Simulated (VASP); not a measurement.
Wanted: the native input for a VASP 6.6.1 run.

* Task: single point
* Functional: PBE
* Potentials or basis: VASP PAW PBE potentials, release 64 (Cs_sv, I)
* Cutoff: 500 eV
* k mesh: 6 × 6 × 6
* Occupations: gaussian, width 0.02 eV
* Spin: no spin polarisation
* Dipole correction: no
* Further INCAR settings: ALGO = Normal; EDIFF = 1e-06; NBANDS = 15

The structure of CsI lies in POSCAR:

```
CsI
1.0
    4.4713668997      0.0000000000      0.0000000000
    0.0000000000      4.4713668997      0.0000000000
    0.0000000000      0.0000000000      4.4713668997
Cs I
1 1
Direct
    0.0000000000      0.0000000000      0.0000000000
    0.5000000000      0.5000000000      0.5000000000
```

This cell differs from its parent crystal: volume scaled by 0.88.

These files were run (other wordings do the same):

INCAR

```
  ALGO = Normal
  EDIFF = 1E-6
  ENCUT = 500
  GGA = PE
  GGA_COMPAT = False
  ISIF = 2
  ISMEAR = 0
  LASPH = True
  LCHARG = False
  LREAL = False
  LWAVE = False
  NBANDS = 15
  NELM = 120
  PREC = Accurate
  SIGMA = 0.02
```

KPOINTS

```
k-points
0
Gamma
  6 6 6
```

Potentials or basis: VASP PAW PBE potentials, release 64 (Cs_sv, I).

The run is started by

```console
$ cat potpaw_PBE.64/Cs_sv/POTCAR potpaw_PBE.64/I/POTCAR > POTCAR
$ mpirun -np 1 vasp_std > vasp.out
```

It gave:

```json
{"Pressure": "1.8 GPa", "Band gap on the k mesh": "4.08 eV, indirect (least direct gap 4.15 eV)"}
```

Caveat: spin-orbit coupling is left out, which moves the levels of the heavy elements.

Wall time 14 s on 1 thread of AMD EPYC 9R45 96-Core Processor (Zen 5) (shared host), peak memory 0.18 GiB.
